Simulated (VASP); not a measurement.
# BN (F-43m) in VASP: settings compared

The runs below take BN through single point, with PBE, r2SCAN, HSE06.

Program: VASP 6.6.1. These are calculated values, not measurements. Logs are shortened: lines on timing, memory, paths and dates and some standing lists are left out, and cuts for length are marked.

## (1) The cell of the first run

The structure is cubic, space group F-43m (No. 216). The conventional cell has a = 3.610 Å, b = 3.610 Å, c = 3.610 Å, α = 90.00°, β = 90.00°, γ = 90.00°. Within 2.1 Å of B (site symmetry -43m) lie 4 N at 1.56 Å. N (site symmetry -43m) has 4 B at 1.56 Å within 2.1 Å.

## (2) Single point, PBE

File INCAR:

```
  ALGO = Normal
  EDIFF = 1E-7
  ENCUT = 520
  GGA = PE
  ISIF = 2
  ISMEAR = 0
  LASPH = T
  LCHARG = F
  LREAL = F
  LWAVE = F
  NBANDS = 11
  NELM = 100
  PREC = Accurate
  SIGMA = 0.01
```

File KPOINTS:

```
k-points
0
Gamma
  8 8 8
```

File POSCAR:

```
BN
1.0
    0.0000000000      1.8048254497      1.8048254497
    1.8048254497      0.0000000000      1.8048254497
    1.8048254497      1.8048254497      0.0000000000
B N
1 1
Direct
    0.0000000000      0.0000000000      0.0000000000
    0.2500000000      0.2500000000      0.2500000000
```

Potentials or basis: VASP PAW PBE potentials, release 64 (B, N).

Command:

```bash
cat potpaw_PBE.64/B/POTCAR potpaw_PBE.64/N/POTCAR > POTCAR
mpirun -np 1 vasp_std > vasp.out
```

OUTCAR:

```text
EDIFF = 1E-7
   ENCUT = 520
   GGA = PE
   ISIF = 2
   ISMEAR = 0
   LASPH = T
   LREAL = F
   NELM = 100
   PREC = Accurate

 ion  position               nearest neighbor table
   1  0.000  0.000  0.000-   2 1.56   2 1.56   2 1.56   2 1.56
   2  0.250  0.250  0.250-   1 1.56   1 1.56   1 1.56   1 1.56

  LATTYP: Found a face centered cubic cell.
 ALAT       =     3.6096508994

  Lattice vectors:

 A1 = (   0.0000000000,   1.8048254497,   1.8048254497)
 A2 = (   1.8048254497,   0.0000000000,   1.8048254497)
 A3 = (   1.8048254497,   1.8048254497,   0.0000000000)

Analysis of symmetry for initial positions (statically):
=====================================================================
 Subroutine PRICEL returns:
 Original cell was already a primitive cell.

 Routine SETGRP: Setting up the symmetry group for a
 face centered cubic supercell.

 Subroutine GETGRP returns: Found 24 space group operations
 (whereof 24 operations were pure point group operations)
 out of a pool of 48 trial point group operations.

The static configuration has the point symmetry T_d .

Analysis of symmetry for dynamics (positions and initial velocities):
=====================================================================
 Subroutine PRICEL returns:
 Original cell was already a primitive cell.

 Routine SETGRP: Setting up the symmetry group for a
 face centered cubic supercell.

 Subroutine GETGRP returns: Found 24 space group operations
 (whereof 24 operations were pure point group operations)
 out of a pool of 48 trial point group operations.

The dynamic configuration has the point symmetry T_d .

 Subroutine INISYM returns: Found 24 space group operations
 (whereof 24 operations are pure point group operations),
 and found     1 'primitive' translations

----------------------------------------------------------------------------------------

                                     Primitive cell

  volume of cell :      11.7581

  direct lattice vectors                    reciprocal lattice vectors
     0.000000000  1.804825450  1.804825450    -0.277035101  0.277035101  0.277035101
     1.804825450  0.000000000  1.804825450     0.277035101 -0.277035101  0.277035101
     1.804825450  1.804825450  0.000000000     0.277035101  0.277035101 -0.277035101

  length of vectors
     2.552408629  2.552408629  2.552408629     0.479838870  0.479838870  0.479838870

  position of ions in fractional coordinates (direct lattice)
     0.000000000  0.000000000  0.000000000
     0.250000000  0.250000000  0.250000000

  ion indices of the primitive-cell ions
   primitive index   ion index
                 1           1
                 2           2

----------------------------------------------------------------------------------------

 KPOINTS: k-points

Automatic generation of k-mesh.
 Grid dimensions read from file:
 generate k-points for:    8    8    8

 Generating k-lattice:

  Cartesian coordinates                     Fractional coordinates (reciprocal lattice)
    -0.034629388  0.034629388  0.034629388     0.125000000  0.000000000  0.000000000
     0.034629388 -0.034629388  0.034629388     0.000000000  0.125000000  0.000000000
     0.034629388  0.034629388 -0.034629388     0.000000000  0.000000000  0.125000000

  Length of vectors
     0.059979859  0.059979859  0.059979859

  Shift w.r.t. Gamma in fractional coordinates (k-lattice)
     0.000000000  0.000000000  0.000000000

 Subroutine IBZKPT returns following result:
 ===========================================

 Found     29 irreducible k-points:

 Following reciprocal coordinates:
            Coordinates               Weight
  0.000000  0.000000  0.000000      1.000000
  0.125000  0.000000  0.000000      8.000000
  0.250000  0.000000  0.000000      8.000000
  0.375000  0.000000  0.000000      8.000000
  0.500000  0.000000  0.000000      4.000000
  0.125000  0.125000  0.000000      6.000000
[... 16 lines left out ...]
  0.500000  0.250000  0.125000     48.000000
 -0.375000  0.250000  0.125000     24.000000
 [... further k-points ...]
   k-points           NKPTS =     29   k-points in BZ     NKDIM =     29   number of bands    NBANDS=     11
   number of dos      NEDOS =    301   number of ions     NIONS =      2
   total plane-waves  NPLWV =   8000
   dimension x,y,z NGX =    20 NGY =   20 NGZ =   20
   dimension x,y,z NGXF=    40 NGYF=   40 NGZF=   40
   ions per type =               1   1
   NGX,Y,Z   is equivalent  to a cutoff of  13.03, 13.03, 13.03 a.u.
   NGXF,Y,Z  is equivalent  to a cutoff of  26.05, 26.05, 26.05 a.u.
 SYSTEM =  unknown system
   PREC   = accura    normal or accurate (medium, high low for compatibility)
   ISTART =      0    job   : 0-new  1-cont  2-samecut
   ICHARG =      2    charge: 1-file 2-atom 10-const
   ISPIN  =      1    spin polarized calculation?
   LNONCOLLINEAR =      F non collinear calculations
   LSORBIT =      F    spin-orbit coupling
   LASPH  =      T    aspherical Exc in radial PAW
   ENCUT  =  520.0 eV  38.22 Ry    6.18 a.u.   4.75  4.75  4.75*2*pi/ulx,y,z
   NELM   =    100;   NELMIN=  2; NELMDL= -5     # of ELM steps
   EDIFF  = 0.1E-06   stopping-criterion for ELM
   LREAL  =      F    real-space projection
   EDIFFG = 0.1E-05   stopping-criterion for IOM
   NSW    =      0    number of steps for IOM
   IBRION =     -1    ionic relax: 0-MD 1-quasi-New 2-CG
   NFREE  =      0    steps in history (QN), initial steepest desc. (CG)
   ISIF   =      2    stress and relaxation
   ISYM   =      2    0-nonsym 1-usesym 2-fastsym
   POTIM  = 0.5000    time-step for ionic-motion
   TEBEG  =    0.0;   TEEND  =   0.0 temperature during run
   PSTRESS=    0.0 pullay stress
   NELECT =       8.0000    total number of electrons
   NUPDOWN=      -1.0000    fix difference up-down
   EMIN   =  10.00;   EMAX   =-10.00  energy-range for DOS
   EFERMI =   0.00;   METHOD = LEGACY
   ISMEAR =     0;   SIGMA  =   0.01  broadening in eV -4-tet -1-fermi 0-gaus
   EFERMI_NEDOS =   21; number of points for ismear=-14 and -15
   IALGO  =     38    algorithm
   IMIX   =      4    mixing-type and parameters
     AMIX     =   0.40;   BMIX     =  1.00
     AMIX_MAG =   1.60;   BMIX_MAG =  1.00
  volume/ion in A,a.u.               =       5.88        39.67
  Fermi-wavevector in a.u.,A,eV,Ry     =   1.439880  2.720979 28.208337  2.073254
  Thomas-Fermi vector in A             =   2.558686
   LORBIT       =      0    0 simple, 1 ext, 2 COOP (PROOUT), +10 PAW based schemes
   GGA     = PE    functional components
   LHFCALC =     F    Hartree Fock is set to
   AEXX    =    0.0000 exact exchange contribution
   IVDW    =     0    specifies the selected vdW correction
   LEPSILON=     F    determine dielectric tensor
   LRPA    =     F    only Hartree local field effects (RPA)
 non-spin polarized calculation
 Gauss-broadening in eV      SIGMA  =   0.01
  energy-cutoff  :      520.00
  volume of cell :       11.76
 maximum number of plane-waves:       332
   NGX =  9   NGY =  9   NGZ =  9

 number of electron       7.9999999 magnetization

 Free energy of the ion-electron system (eV)
  ---------------------------------------------------
  ext. energy  EPLUGINS =         0.00000000
  ---------------------------------------------------
  free energy    TOTEN  =       -17.44804038 eV

  energy without entropy =      -17.44804038  energy(sigma->0) =      -17.44804038

 E-fermi :   7.5406     XC(G=0): -12.8439

 val. band max:        7.4579738003   @ k =   0.0000   0.0000   0.0000
 cond. band min:      11.9218532613   @ k =   0.5000   0.5000   0.0000
 fundamental gap:      4.4638794610
 Fermi energy:         7.5406036820

 k-point     1 :       0.0000    0.0000    0.0000
  band No.  band energies     occupation
      1     -12.8234      2.00000
      2       7.4580      2.00000
      3       7.4580      2.00000
      4       7.4580      2.00000
      5      16.2988      0.00000
      6      16.2988      0.00000
      7      16.2988      0.00000
      8      17.8797      0.00000
      9      32.2938      0.00000
     10      35.2804      0.00000
     11      35.2804      0.00000

 k-point     2 :       0.1250    0.0000    0.0000
  band No.  band energies     occupation
      1     -12.4430      2.00000
      2       5.5766      2.00000
      3       7.0758      2.00000
      4       7.0758      2.00000
      5      16.6804      0.00000
      6      16.8724      0.00000
      7      16.8724      0.00000
      8      19.0551      0.00000
      9      31.8238      0.00000
     10      32.1521      0.00000
     11      32.1521      0.00000

 k-point     3 :       0.2500    0.0000    0.0000
  band No.  band energies     occupation
      1     -11.3387      2.00000
      2       1.9624      2.00000
      3       6.3249      2.00000
      4       6.3249      2.00000
      5      17.1511      0.00000
      6      17.8245      0.00000
      7      17.8245      0.00000
      8      21.0877      0.00000
      9      30.9636      0.00000
     10      31.0996      0.00000
     11      31.0996      0.00000

 k-point     4 :       0.3750    0.0000    0.0000
  band No.  band energies     occupation
      1      -9.7069      2.00000
      2      -1.5018      2.00000
      3       5.7267      2.00000
      4       5.7267      2.00000
      5      17.5229      0.00000
      6      18.1861      0.00000
      7      18.1861      0.00000
      8      22.3659      0.00000
      9      30.7706      0.00000
     10      32.6411      0.00000
     11      32.6411      0.00000

 k-point     5 :       0.5000    0.0000    0.0000
  band No.  band energies     occupation
      1      -8.5851      2.00000
      2      -3.2731      2.00000
      3       5.5094      2.00000
      4       5.5094      2.00000
      5      17.6612      0.00000
      6      18.1882      0.00000
      7      18.1882      0.00000
      8      22.7607      0.00000
      9      30.9776      0.00000
     10      34.3426      0.00000
     11      34.4318      0.00000
[... 211 lines left out ...]
 k-point    21 :       0.5000    0.5000    0.0000
  band No.  band energies     occupation
      1      -7.2123      2.00000
      2      -1.4865      2.00000
      3       2.5320      2.00000
      4       2.5320      2.00000
      5      11.9219      0.00000
      6      16.7143      0.00000
      7      25.4442      0.00000
      8      25.4442      0.00000
      9      28.3170      0.00000
     10      34.7907      0.00000
     11      41.1755      0.00000

 k-point    22 :       0.3750    0.2500    0.1250
  band No.  band energies     occupation
      1     -10.3977      2.00000
      2       1.7395      2.00000
      3       3.5024      2.00000
      4       5.4280      2.00000
      5      16.0510      0.00000
      6      19.3582      0.00000
      7      20.1156      0.00000
      8      20.8269      0.00000
      9      26.9901      0.00000
     10      33.2157      0.00000
     11      34.8795      0.00000

 k-point    23 :       0.5000    0.2500    0.1250
  band No.  band energies     occupation
      1      -8.8730      2.00000
      2      -0.7929      2.00000
      3       2.6877      2.00000
      4       4.4969      2.00000
      5      16.8702      0.00000
      6      18.8642      0.00000
      7      21.2538      0.00000
      8      22.1482      0.00000
      9      27.6061      0.00000
     10      32.7473      0.00000
     11      35.0371      0.00000

 k-point    24 :      -0.3750    0.2500    0.1250
  band No.  band energies     occupation
      1      -7.8790      2.00000
      2      -2.2747      2.00000
      3       2.6162      2.00000
      4       3.9918      2.00000
      5      17.0661      0.00000
      6      18.6790      0.00000
      7      21.8900      0.00000
      8      23.2898      0.00000
      9      26.9655      0.00000
     10      33.3767      0.00000
     11      35.0202      0.00000

 [... further k-points ...]

------------------------ aborting loop because EDIFF is reached ----------------------------------------

  FORCE on cell =-STRESS in cart. coord.  units (eV):
  Direction    XX          YY          ZZ          XY          YZ          ZX
  --------------------------------------------------------------------------------------
  -------------------------------------------------------------------------------------
  Total        0.3685663      0.3685663      0.3685663     -0.0000000      0.0000000     -0.0000000
  in kB       50.2216003     50.2216003     50.2216003     -0.0000000      0.0000000     -0.0000000
  external PRESSURE =      50.2216003 kB  Pullay stress =       0.0000000 kB

 VOLUME and BASIS-vectors are now :
 -----------------------------------------------------------------------------
  energy-cutoff  :      520.00
  volume of cell :       11.76
      direct lattice vectors                 reciprocal lattice vectors
     0.000000000  1.804825450  1.804825450    -0.277035101  0.277035101  0.277035101
     1.804825450  0.000000000  1.804825450     0.277035101 -0.277035101  0.277035101
     1.804825450  1.804825450  0.000000000     0.277035101  0.277035101 -0.277035101

 POSITION                                       TOTAL-FORCE (eV/Angst)
 -----------------------------------------------------------------------------------
      0.00000      0.00000      0.00000        -0.000000     -0.000000      0.000000
      0.90241      0.90241      0.90241         0.000000      0.000000     -0.000000
 -----------------------------------------------------------------------------------
    total drift:                                0.000000      0.000000      0.000000

  FREE ENERGIE OF THE ION-ELECTRON SYSTEM (eV)
  ---------------------------------------------------
  free  energy   TOTEN  =       -17.4480403818 eV

  energy  without entropy=      -17.4480403818  energy(sigma->0) =      -17.44804038
```

It took 2.9 s on 1 thread of Intel Xeon 6975P-C (Granite Rapids), shared host; peak memory 0.11 GiB.

What came out:

```
Free energy            : -17.4480 eV
Pressure               : 5.0 GPa
Band gap on the k mesh : 4.46 eV, indirect (least direct gap 8.84 eV)
```

Levels at points of the mesh, in eV from the valence-band top:
| k point | band 1 | band 2 | band 3 | band 4 | band 5 | band 6 | band 7 | band 8 |
| --- | --- | --- | --- | --- | --- | --- | --- | --- |
| (0.00, 0.00, 0.00) | -20.28 | 0.00 | 0.00 | 0.00 | 8.84 | 8.84 | 8.84 | 10.42 |
| (0.50, 0.00, 0.00) | -16.04 | -10.73 | -1.95 | -1.95 | 10.20 | 10.73 | 10.73 | 15.30 |
| (0.50, 0.50, 0.00) | -14.67 | -8.94 | -4.93 | -4.93 | 4.46 | 9.26 | 17.99 | 17.99 |

A k mesh can miss the band edges. A hybrid or GW would open this gap; PBE tends to underestimate it.

## (3) Single point, PBE

File INCAR:

```
SYSTEM = BN
PREC = Accurate
ENCUT = 520
EDIFF = 1E-7
ISMEAR = 0
SIGMA = 0.01
LREAL = .False.
LASPH = .True.
NELM = 60
ALGO = Normal
ISIF = 2
LWAVE = .False.
LCHARG = .False.
GGA = PE
NBANDS = 11
```

File KPOINTS:

```
regular mesh
0
Gamma
  8 8 8
  0 0 0
```

POSCAR is that of step 2.

Potentials or basis: VASP PAW PBE potentials, release 64 (B, N).

Command:

```bash
cat potpaw_PBE.64/B/POTCAR potpaw_PBE.64/N/POTCAR > POTCAR
mpirun -np 1 vasp_std > vasp.out
```

Run time: 2.5 s. Hardware: 1 thread of Intel Xeon 6975P-C (Granite Rapids), shared host; peak memory 0.11 GiB.

Results (log left out):

```
Free energy            : -17.4480 eV
Pressure               : 5.0 GPa
Band gap on the k mesh : 4.46 eV, indirect (least direct gap 8.84 eV)
```

Levels at points of the mesh, in eV from the valence-band top:
```csv
k point,band 2,band 3,band 4,band 5,band 6,band 7
"(0.00, 0.00, 0.00)",0.00,0.00,0.00,8.84,8.84,8.84
"(0.50, 0.00, 0.00)",-10.73,-1.95,-1.95,10.20,10.73,10.73
"(0.50, 0.50, 0.00)",-8.94,-4.93,-4.93,4.46,9.26,17.99
```

## (4) Single point, PBE

File INCAR:

```
SYSTEM = BN
PREC = Accurate
ENCUT = 520
EDIFF = 1E-6
ISMEAR = 0
SIGMA = 0.01
LREAL = .FALSE.
LASPH = .TRUE.
NELM = 80
ALGO = Normal
ISIF = 2
LWAVE = .FALSE.
LCHARG = .FALSE.
GGA = PE
NBANDS = 11
```

File KPOINTS:

```
Automatic mesh
0
G
  10 10 10
  0 0 0
```

POSCAR is that of step 3.

Command:

```bash
cat potpaw_PBE.64/B/POTCAR potpaw_PBE.64/N/POTCAR > POTCAR
mpirun -np 1 vasp_std > vasp.out
```

It took 3.3 s on 1 thread of Intel Xeon 6975P-C (Granite Rapids), shared host; peak memory 0.12 GiB.

The run converged. Its results:

| Property | Result |
| --- | --- |
| Free energy | -17.4484 eV |
| Pressure | 5.0 GPa |
| Band gap on the k mesh | 4.46 eV, indirect (least direct gap 8.84 eV) |

Levels at points of the mesh, in eV from the valence-band top:
```
           k point  band 1  band 2  band 3  band 4  band 5  band 6  band 7  band 8  band 9
(0.00, 0.00, 0.00)  -20.28    0.00    0.00    0.00    8.84    8.84    8.84   10.42   24.84
(0.50, 0.00, 0.00)  -16.04  -10.73   -1.95   -1.95   10.20   10.73   10.73   15.30   23.52
(0.50, 0.50, 0.00)  -14.67   -8.94   -4.93   -4.93    4.46    9.26   17.99   17.99   20.86
```

A k mesh can miss the band edges. As with any semilocal functional, this PBE gap is likely too small.

[end of part 1 of 2]
